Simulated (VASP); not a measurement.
# Au in VASP: notebook

Au is run at these levels: PBEsol; tasks: single point, relaxation of the atoms.

Program: VASP 6.6.1. These are calculated values, not measurements. Logs are shortened: lines on timing, memory, paths and dates and some standing lists are left out, and cuts for length are marked.

## Step 1: The cell of the first run

The cell holds a slab with vacuum, 2 atoms: a = 2.888 Å, b = 2.888 Å, c = 18.358 Å, α = 90.00°, β = 90.00°, γ = 120.00°.

## Step 2: Single point, PBEsol

Input file INCAR:

```
SYSTEM = Au
  ALGO = Normal
  DIPOL = 0.5 0.5 0.500
  EDIFF = 1E-6
  ENCUT = 400
  GGA = PS
  GGA_COMPAT = .FALSE.
  IDIPOL = 3
  ISIF = 2
  ISMEAR = -1
  LASPH = .TRUE.
  LCHARG = .FALSE.
  LDIPOL = .TRUE.
  LREAL = .FALSE.
  LWAVE = .FALSE.
  NBANDS = 18
  NELM = 120
  NELMDL = -8
  PREC = Accurate
  SIGMA = 0.05
```

Input file KPOINTS:

```
k-points
0
G
  14 14 1
  0 0 0
```

Input file POSCAR:

```
Au
1.0
    2.8875949632      0.0000000000      0.0000000000
   -1.4437974816      2.5007305940      0.0000000000
    0.0000000000      0.0000000000     18.3577000000
Au
2
Direct
    0.8333333333      0.1666666667      0.4343238262
    0.1666666667      0.8333333333      0.5656761738
```

Potentials or basis: VASP PAW PBE potentials, release 64 (Au).

Run with:

```bash
cat potpaw_PBE.64/Au/POTCAR > POTCAR
mpirun -np 1 vasp_std > vasp.out
```

OUTCAR:

```text
SYSTEM = Au
   EDIFF = 1E-6
   ENCUT = 400
   GGA = PS
   ISIF = 2
   ISMEAR = -1
   LASPH = .TRUE.
   LREAL = .FALSE.
   NELM = 120
   NELMDL = -8
   PREC = Accurate

 ion  position               nearest neighbor table
   1  0.833  0.167  0.434-   2 2.93   2 2.93   2 2.93
   2  0.167  0.833  0.566-   1 2.93   1 2.93   1 2.93

  LATTYP: Found a hexagonal cell.
 ALAT       =     2.8875949632
 C/A-ratio  =     6.3574359403

  Lattice vectors:

 A1 = (   2.8875949632,   0.0000000000,   0.0000000000)
 A2 = (  -1.4437974816,   2.5007305940,   0.0000000000)
 A3 = (   0.0000000000,   0.0000000000,  18.3577000000)

Analysis of symmetry for initial positions (statically):
=====================================================================
 Subroutine PRICEL returns:
 Original cell was already a primitive cell.

 Routine SETGRP: Setting up the symmetry group for a
 hexagonal supercell.

 Subroutine GETGRP returns: Found 12 space group operations
 (whereof  4 operations were pure point group operations)
 out of a pool of 24 trial point group operations.

The static configuration has the point symmetry C_2h.
 The point group associated with its full space group is D_3d.

Analysis of symmetry for dynamics (positions and initial velocities):
=====================================================================
 Subroutine PRICEL returns:
 Original cell was already a primitive cell.

 Routine SETGRP: Setting up the symmetry group for a
 hexagonal supercell.

 Subroutine GETGRP returns: Found 12 space group operations
 (whereof  4 operations were pure point group operations)
 out of a pool of 24 trial point group operations.

The dynamic configuration has the point symmetry C_2h.
 The point group associated with its full space group is D_3d.

 Subroutine INISYM returns: Found 12 space group operations
 (whereof  4 operations are pure point group operations),
 and found     1 'primitive' translations

----------------------------------------------------------------------------------------

                                     Primitive cell

  volume of cell :     132.5627

  direct lattice vectors                    reciprocal lattice vectors
     2.887594963  0.000000000  0.000000000     0.346308957  0.199941570  0.000000000
    -1.443797482  2.500730594  0.000000000     0.000000000  0.399883139  0.000000000
     0.000000000  0.000000000 18.357700000     0.000000000  0.000000000  0.054473055

  length of vectors
     2.887594963  2.887594963 18.357700000     0.399883139  0.399883139  0.054473055

  position of ions in fractional coordinates (direct lattice)
     0.833333333  0.166666667  0.434323826
     0.166666667  0.833333333  0.565676174

  ion indices of the primitive-cell ions
   primitive index   ion index
                 1           1
                 2           2

----------------------------------------------------------------------------------------

 KPOINTS: k-points

Automatic generation of k-mesh.
 Grid dimensions read from file:
 generate k-points for:   14   14    1

 Generating k-lattice:

  Cartesian coordinates                     Fractional coordinates (reciprocal lattice)
     0.024736354  0.014281541  0.000000000     0.071428571  0.000000000  0.000000000
     0.000000000  0.028563081  0.000000000     0.000000000  0.071428571  0.000000000
     0.000000000  0.000000000  0.054473055     0.000000000  0.000000000  1.000000000

  Length of vectors
     0.028563081  0.028563081  0.054473055

  Shift w.r.t. Gamma in fractional coordinates (k-lattice)
     0.000000000  0.000000000  0.000000000

 Subroutine IBZKPT returns following result:
 ===========================================

 Found     24 irreducible k-points:

 Following reciprocal coordinates:
            Coordinates               Weight
  0.000000  0.000000  0.000000      1.000000
  0.071429  0.000000  0.000000      6.000000
  0.142857  0.000000  0.000000      6.000000
  0.214286  0.000000  0.000000      6.000000
  0.285714  0.000000  0.000000      6.000000
  0.357143  0.000000  0.000000      6.000000
[... 16 lines left out ...]
  0.285714  0.285714  0.000000      6.000000
  0.357143  0.285714  0.000000      6.000000
   k-points           NKPTS =     24   k-points in BZ     NKDIM =     24   number of bands    NBANDS=     18
   number of dos      NEDOS =    301   number of ions     NIONS =      2
   total plane-waves  NPLWV =  48000
   dimension x,y,z NGX =    20 NGY =   20 NGZ =  120
   dimension x,y,z NGXF=    40 NGYF=   40 NGZF=  240
   ions per type =               2
   NGX,Y,Z   is equivalent  to a cutoff of  11.51, 11.51, 10.87 a.u.
   NGXF,Y,Z  is equivalent  to a cutoff of  23.03, 23.03, 21.73 a.u.
 SYSTEM =  Au
   PREC   = accura    normal or accurate (medium, high low for compatibility)
   ISTART =      0    job   : 0-new  1-cont  2-samecut
   ICHARG =      2    charge: 1-file 2-atom 10-const
   ISPIN  =      1    spin polarized calculation?
   LNONCOLLINEAR =      F non collinear calculations
   LSORBIT =      F    spin-orbit coupling
   LASPH  =      T    aspherical Exc in radial PAW
   ENCUT  =  400.0 eV  29.40 Ry    5.42 a.u.   4.71  4.71 29.94*2*pi/ulx,y,z
   NELM   =    120;   NELMIN=  2; NELMDL= -8     # of ELM steps
   EDIFF  = 0.1E-05   stopping-criterion for ELM
   LREAL  =      F    real-space projection
   EDIFFG = 0.1E-04   stopping-criterion for IOM
   NSW    =      0    number of steps for IOM
   IBRION =     -1    ionic relax: 0-MD 1-quasi-New 2-CG
   NFREE  =      0    steps in history (QN), initial steepest desc. (CG)
   ISIF   =      2    stress and relaxation
   ISYM   =      2    0-nonsym 1-usesym 2-fastsym
   POTIM  = 0.5000    time-step for ionic-motion
   TEBEG  =    0.0;   TEEND  =   0.0 temperature during run
   PSTRESS=    0.0 pullay stress
   NELECT =      22.0000    total number of electrons
   NUPDOWN=      -1.0000    fix difference up-down
   EMIN   =  10.00;   EMAX   =-10.00  energy-range for DOS
   EFERMI =   0.00;   METHOD = LEGACY
   ISMEAR =    -1;   SIGMA  =   0.05  broadening in eV -4-tet -1-fermi 0-gaus
   EFERMI_NEDOS =   21; number of points for ismear=-14 and -15
   IALGO  =     38    algorithm
   IMIX   =      4    mixing-type and parameters
     AMIX     =   0.40;   BMIX     =  1.00
     AMIX_MAG =   1.60;   BMIX_MAG =  1.00
  volume/ion in A,a.u.               =      66.28       447.29
  Fermi-wavevector in a.u.,A,eV,Ry     =   0.899653  1.700098 11.012233  0.809376
  Thomas-Fermi vector in A             =   2.022514
   LORBIT       =      0    0 simple, 1 ext, 2 COOP (PROOUT), +10 PAW based schemes
   GGA     = PS    functional components
   LHFCALC =     F    Hartree Fock is set to
   AEXX    =    0.0000 exact exchange contribution
   IVDW    =     0    specifies the selected vdW correction
   LEPSILON=     F    determine dielectric tensor
   LRPA    =     F    only Hartree local field effects (RPA)
 non-spin polarized calculation
  energy-cutoff  :      400.00
  volume of cell :      132.56
 maximum number of plane-waves:      2427
 NGX is ok and might be reduce to    20
   NGX =  9   NGY =  9   NGZ = 59

 dipolmoment           0.000000      0.000000      0.000000 electrons x Angstroem

 number of electron      21.9999997 magnetization

 dipolmoment           0.000000      0.000000     -0.000000 electrons x Angstroem

 Free energy of the ion-electron system (eV)
  ---------------------------------------------------
  ext. energy  EPLUGINS =         0.00000000
  ---------------------------------------------------
  free energy    TOTEN  =        -6.98171064 eV

  energy without entropy =       -6.97463223  energy(sigma->0) =       -6.97817144

 E-fermi :  -1.7554     XC(G=0):  -4.1856

 val. band max:       -2.2004618149   @ k =   0.2857   0.0000   0.0000
 cond. band min:      -1.7541901828   @ k =   0.2143   0.1429   0.0000
 fundamental gap:      0.4462716320
 Fermi energy:        -1.7554419190

 k-point     1 :       0.0000    0.0000    0.0000
  band No.  band energies     occupation
      1      -9.8504      2.00000
      2      -8.4320      2.00000
      3      -5.8653      2.00000
      4      -5.6618      2.00000
      5      -5.6618      2.00000
      6      -5.5428      2.00000
[... 10 lines left out ...]
     17       5.4468      0.00000
     18       7.9594      0.00000

 k-point     2 :       0.0714    0.0000    0.0000
  band No.  band energies     occupation
      1      -9.6916      2.00000
      2      -8.2792      2.00000
      3      -5.8704      2.00000
      4      -5.7133      2.00000
      5      -5.6144      2.00000
      6      -5.5621      2.00000
[... 10 lines left out ...]
     17       5.5505      0.00000
     18       8.0861      0.00000

 k-point     3 :       0.1429    0.0000    0.0000
  band No.  band energies     occupation
      1      -9.2410      2.00000
      2      -7.8624      2.00000
      3      -5.9598      2.00000
      4      -5.8836      2.00000
      5      -5.6648      2.00000
      6      -5.2788      2.00000
[... 10 lines left out ...]
     17       5.8634      0.00000
     18       8.4633      0.00000

 k-point     4 :       0.2143    0.0000    0.0000
  band No.  band energies     occupation
      1      -8.6043      2.00000
      2      -7.3866      2.00000
      3      -6.1903      2.00000
      4      -5.9816      2.00000
      5      -5.5433      2.00000
      6      -5.1710      2.00000
[... 375 lines left out ...]
      4      -5.7590      2.00000
      5      -5.5745      2.00000
      6      -4.9625      2.00000
[... 10 lines left out ...]
     17       8.8195      0.00000
     18       9.0218      0.00000

 k-point    23 :       0.2857    0.2857    0.0000
  band No.  band energies     occupation
      1      -6.7958      2.00000
      2      -6.5258      2.00000
      3      -6.5045      2.00000
      4      -5.6376      2.00000
      5      -5.6285      2.00000
      6      -5.2932      2.00000
[... 10 lines left out ...]
     17       7.6701      0.00000
     18       8.8763      0.00000

 k-point    24 :       0.3571    0.2857    0.0000
  band No.  band energies     occupation
      1      -6.6994      2.00000
      2      -6.5163      2.00000
      3      -6.4580      2.00000
      4      -5.6779      2.00000
      5      -5.5371      2.00000
      6      -5.3062      2.00000
[... 10 lines left out ...]
     17       8.3824      0.00000
     18       9.1665      0.00000

------------------------ aborting loop because EDIFF is reached ----------------------------------------

 vacuum level on the upper side and lower side of the slab       (xc-potential included)        -0.007        -0.007

  FORCE on cell =-STRESS in cart. coord.  units (eV):
  Direction    XX          YY          ZZ          XY          YZ          ZX
  --------------------------------------------------------------------------------------
  -------------------------------------------------------------------------------------
  Total       -3.4028137     -3.4028137     -0.0309474      0.0000000      0.0000000      0.0000000
  in kB      -41.1270254    -41.1270254     -0.3740356      0.0000000      0.0000000      0.0000000
  external PRESSURE =     -27.5426955 kB  Pullay stress =       0.0000000 kB

 VOLUME and BASIS-vectors are now :
 -----------------------------------------------------------------------------
  energy-cutoff  :      400.00
  volume of cell :      132.56
      direct lattice vectors                 reciprocal lattice vectors
     2.887594963  0.000000000  0.000000000     0.346308957  0.199941570  0.000000000
    -1.443797482  2.500730594  0.000000000     0.000000000  0.399883139  0.000000000
     0.000000000  0.000000000 18.357700000     0.000000000  0.000000000  0.054473055

 POSITION                                       TOTAL-FORCE (eV/Angst)
 -----------------------------------------------------------------------------------
      2.16570      0.41679      7.97319        -0.000000      0.000000      0.004122
     -0.72190      2.08394     10.38451         0.000000     -0.000000     -0.004122
 -----------------------------------------------------------------------------------
    total drift:                                0.000000     -0.000000      0.000000

  FREE ENERGIE OF THE ION-ELECTRON SYSTEM (eV)
  ---------------------------------------------------
  free  energy   TOTEN  =        -6.9817106444 eV

  energy  without entropy=       -6.9746322322  energy(sigma->0) =       -6.97817144

 vacuum level on the upper side and lower side of the slab         3.683         3.683
```

It took 84 s on 1 thread of Intel Xeon 8259CL, shared host; peak memory 0.21 GiB.

What came out:

| Property | Result |
| --- | --- |
| Free energy | -6.9817 eV |
| Largest force | 0.004 eV/Å |
| Band gap on the k mesh | zero (bands 11 and 12 overlap by 5.03 eV) |

Forces on the atoms (eV/Å):
```
Au   0.000  0.000  0.004
Au   0.000  0.000 -0.004
```

Caveat: the PAW data sets were made with another functional, which shifts forces and pressure a little; spin-orbit coupling is left out, which moves the levels of the heavy elements.

## Step 3: Relaxation of the atoms, PBEsol

Input file INCAR:

```
SYSTEM = Au
ALGO = Normal
DIPOL = 0.5 0.5 0.500
EDIFF = 1E-7
EDIFFG = -0.01
ENCUT = 450
GGA = PS
GGA_COMPAT = .False.
IBRION = 2
IDIPOL = 3
ISIF = 2
ISMEAR = -1
LASPH = .True.
LCHARG = .False.
LDIPOL = .True.
LREAL = .False.
LWAVE = .False.
NELM = 120
NELMDL = -8
NELMIN = 4
NSW = 60
PREC = Accurate
SIGMA = 0.05
```

Input file KPOINTS:

```
k-points
0
Gamma
  14 14 1
  0 0 0
```

Input file POSCAR:

```
Au
1.0
    2.8875949632      0.0000000000      0.0000000000
   -1.4437974816      2.5007305940      0.0000000000
    0.0000000000      0.0000000000     18.3577000000
Au
2
Direct
    0.8333333330      0.1666666670      0.4357841282
    0.1666666670      0.8333333330      0.5642158718
```

Potentials or basis: VASP PAW PBE potentials, release 64 (Au).

Run with:

```bash
cat potpaw_PBE.64/Au/POTCAR > POTCAR
mpirun -np 1 vasp_std > vasp.out
```

It took 2.3 min on 1 thread of Intel Xeon 8259CL, shared host; peak memory 0.23 GiB.

It converged, with:

| Item | Value |
| --- | --- |
| Free energy | -6.9819 eV |
| Energy gained by relaxing | 2.6 meV/atom |
| Ionic steps | 3 |
| Band gap on the k mesh | zero (bands 11 and 12 overlap by 5.03 eV) |

Step by step:
```csv
step,energy change (eV),largest force (eV/Å),pressure (GPa)
1,0.0000,0.2070,-2.30
2,-0.0033,0.1226,-2.47
3,-0.0052,0.0017,-2.73
```

Final structure:
```yaml
crystal:
  lattice:
    - [2.88759, 0.00000, 0.00000]
    - [-1.44380, 2.50073, 0.00000]
    - [0.00000, 0.00000, 18.35770]
  atoms:
    - { symbol: Au, position: [0.83333, 0.16667, 0.43434] }
    - { symbol: Au, position: [0.16667, 0.83333, 0.56566] }
```

Levels at points of the mesh, in eV from the Fermi level:
```csv
k point,band 9,band 10,band 11,band 12,band 13,band 14
"(0.00, 0.00, 0.00)",-2.44,-2.09,-1.79,-1.79,0.80,5.15
"(0.50, 0.00, 0.00)",-1.32,-1.23,0.91,1.78,4.16,4.31
```

Caveat: the PAW data sets were made with another functional, which shifts forces and pressure a little; spin-orbit coupling is left out, which moves the levels of the heavy elements.

(Part 1 of 2 ends here.)
